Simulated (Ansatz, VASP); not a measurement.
# Ge7Os in VASP and in Ansatz

INCAR

```
  PREC = Accurate
  ENCUT = 600
  EDIFF = 1E-7
  ISMEAR = 0
  SIGMA = 0.1
  LREAL = F
  LASPH = T
  NELM = 80
  ALGO = Normal
  ISIF = 3
  LWAVE = F
  LCHARG = F
  GGA = PE
  IBRION = 2
  NSW = 90
  EDIFFG = -0.04
```

KPOINTS

```
regular mesh
0
Gamma
  4 4 4
```

File POSCAR:

```
Ge7Os
1.0
    0.0000000000      4.4451164600      4.4451164600
    4.4451164600      0.0000000000      4.4451164600
    4.4451164600      4.4451164600      0.0000000000
Ge Os
7 1
Direct
    0.2045610900      0.7954389100      0.7954389100
    0.7954389100      0.2045610900      0.2045610900
    0.7954389100      0.2045610900      0.7954389100
    0.2045610900      0.7954389100      0.2045610900
    0.7954389100      0.7954389100      0.2045610900
    0.2045610900      0.2045610900      0.7954389100
    0.5000000000      0.5000000000      0.5000000000
    0.0000000000      0.0000000000      0.0000000000
```

Input for Ansatz:

```yaml
crystal:
  lattice:
    - [0.0, 4.44511646, 4.44511646]
    - [4.44511646, 0.0, 4.44511646]
    - [4.44511646, 4.44511646, 0.0]
  atoms:
    - { symbol: Ge, position: [0.20456109, 0.79543891, 0.79543891] }
    - { symbol: Ge, position: [0.79543891, 0.20456109, 0.20456109] }
    - { symbol: Ge, position: [0.79543891, 0.20456109, 0.79543891] }
    - { symbol: Ge, position: [0.20456109, 0.79543891, 0.20456109] }
    - { symbol: Ge, position: [0.79543891, 0.79543891, 0.20456109] }
    - { symbol: Ge, position: [0.20456109, 0.20456109, 0.79543891] }
    - { symbol: Ge, position: [0.5, 0.5, 0.5] }
    - { symbol: Os, position: [0.0, 0.0, 0.0] }
basis:
  ecutwfc: 420
kpoints:
  mp_grid: { grid: [4, 4, 4] }
hamiltonian:
  xc: pbe
scf:
  occupations: { method: gaussian, width: 0.1 }
  lower_state_search: "off"
output:
  forces: true
  stress: true
  eigenvalues: true
relax:
  adjacent_minimum: "off"
  f_tol: 0.04
  max_steps: 70
  cell: { stress_tol: 0.4 }
```

Alike in both runs: task relaxation of cell and atoms; functional PBE; k mesh 4 × 4 × 4; occupations gaussian, width 0.1 eV; no spin polarisation.

```csv
,VASP,Ansatz
version,VASP 6.6.1,Ansatz 0.2.0
potentials or method,"VASP PAW PBE potentials, release 64 (Ge_d, Os), cutoff 600 eV","scalar-relativistic, plane waves, PAW"
valence electrons in the cell,106,114
```

```csv
,VASP,Ansatz,Ansatz less VASP
"gap on the k mesh at the Fermi level, each at its own relaxed structure (eV)",none,none,-
relaxed volume (Å³/atom),29.50,29.45,-0.056
relaxed length of the cell vector where the two differ most in proportion (Å),6.937,6.932,-0.0044
```

A gap of «none» marks a metal or a gap that the smearing closes. VASP's potentials hold 106 valence electrons a cell and Ansatz's 114, so a difference there can come from the potentials and not from the codes.

Neither program's run includes spin-orbit coupling. Noted on VASP's run: the volume moved by over 15 % at a fixed basis, so the end points are rough.
